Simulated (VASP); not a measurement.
# MgNb2O4: single point with PBE

MgNb2O4:

```xyz
14
Lattice="10.7018 0.0000 0.0000 0.0000 2.9543 0.0000 0.0000 0.0000 5.0165" Properties=species:S:1:pos:R:3 pbc="T T T"
Mg    5.3509    0.0000    0.0000
Mg    0.0000    0.0000    0.0000
Nb    2.6755    1.4772    0.8276
Nb    2.6755    0.0000    3.2944
Nb    8.0264    0.0000    1.7222
Nb    8.0264    1.4772    4.1890
O     3.9681    0.0000    1.5966
O     1.3828    0.0000    1.5966
O     1.3121    1.4772    4.2082
O     4.0388    1.4772    4.2082
O     6.6631    1.4772    0.8083
O     9.3897    1.4772    0.8083
O     6.7337    0.0000    3.4200
O     9.3190    0.0000    3.4200
```

| Property | Result |
| --- | --- |
| Program | VASP 6.6.1 |
| Task | single point |
| Functional | PBE |
| Potentials or basis | VASP PAW PBE potentials, release 64 (Mg, Nb_sv, O) |
| Cutoff | 520 eV |
| k mesh | 4 × 10 × 6 |
| Occupations | gaussian, width 0.02 eV |
| Spin | no spin polarisation |
| Dipole correction | no |
| Further INCAR settings | ALGO = Normal; EDIFF = 1e-06; NBANDS = 65 |

The pressure is -0.4 GPa, the largest force is 0.020 eV/Å and the band gap on the k mesh is 1.23 eV (least direct gap 1.38 eV).

Forces on the atoms (eV/Å):
```
Mg   0.000  0.000  0.000
Mg   0.000  0.000  0.000
Nb   0.000  0.000  0.002
Nb   0.000  0.000  0.003
Nb   0.000  0.000 -0.003
Nb   0.000  0.000 -0.002
O    0.007  0.000 -0.019
O   -0.007  0.000 -0.019
O   -0.009  0.000  0.015
O    0.009  0.000  0.015
O   -0.009  0.000 -0.015
O    0.009  0.000 -0.015
O   -0.007  0.000  0.019
O    0.007  0.000  0.019
```

Levels at points of the mesh, in eV from the valence-band top:
| k point | band 48 | band 49 | band 50 | band 51 | band 52 | band 53 | band 54 | band 55 | band 56 | band 57 |
| --- | --- | --- | --- | --- | --- | --- | --- | --- | --- | --- |
| (0.00, 0.00, 0.00) | -3.50 | -1.56 | -1.17 | -0.52 | 0.00 | 1.38 | 1.48 | 1.75 | 1.83 | 2.38 |
| (0.50, 0.00, 0.00) | -3.87 | -1.34 | -1.34 | -0.21 | -0.21 | 1.43 | 1.43 | 1.79 | 1.79 | 2.61 |
| (0.00, 0.50, 0.00) | -4.09 | -1.29 | -1.26 | -1.07 | -1.02 | 2.01 | 2.06 | 2.28 | 2.35 | 2.80 |
| (0.50, 0.50, 0.00) | -4.33 | -1.27 | -1.27 | -1.04 | -1.04 | 2.03 | 2.03 | 2.30 | 2.30 | 2.95 |
| (0.00, 0.00, 0.50) | -3.57 | -1.78 | -1.52 | -0.96 | -0.81 | 1.73 | 1.86 | 2.01 | 2.08 | 2.19 |
| (0.50, 0.00, 0.50) | -3.68 | -1.64 | -1.64 | -0.89 | -0.89 | 1.79 | 1.79 | 2.05 | 2.05 | 2.34 |
| (0.00, 0.50, 0.50) | -4.01 | -1.47 | -1.30 | -1.26 | -0.95 | 2.08 | 2.66 | 3.09 | 3.14 | 3.16 |
| (0.50, 0.50, 0.50) | -4.09 | -1.37 | -1.37 | -1.12 | -1.12 | 2.33 | 2.33 | 3.11 | 3.11 | 3.35 |

Run time: 9.1 min on 1 thread of Oxide Virtual Turin-like Processor, with other jobs on the host, peak memory 0.61 GiB.

A k mesh can miss the band edges.
